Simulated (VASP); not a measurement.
Runs of VASP 6.6.1 on K. The structure is that of space group Pm-3m (No. 221), or close to it. The cells are those of the table. This isn't the form of K at room conditions, which is bcc.

```tsv
cell	gap on the mesh (eV)	pressure (GPa)
a = 4.523 Å, 1 atom	none	(a)
a = 4.287 Å, 1 atom	none	0.2
a = 4.224 Å, 1 atom	none	0.4
a = 4.349 Å, 1 atom	none	0.1
```

Alike in all rows: task single point; level revPBE; potentials or basis VASP PAW PBE potentials, release 64 (K_sv); no spin polarisation; k mesh 8 × 8 × 8; cutoff (eV) 520; smearing fermi-dirac 0.1 eV.

Fill in the values left out.

(a) -0.2.

Caveats: the PAW data sets were made with another functional, which shifts forces and pressure a little.

A gap of «none» marks levels without a gap at the run's occupations.
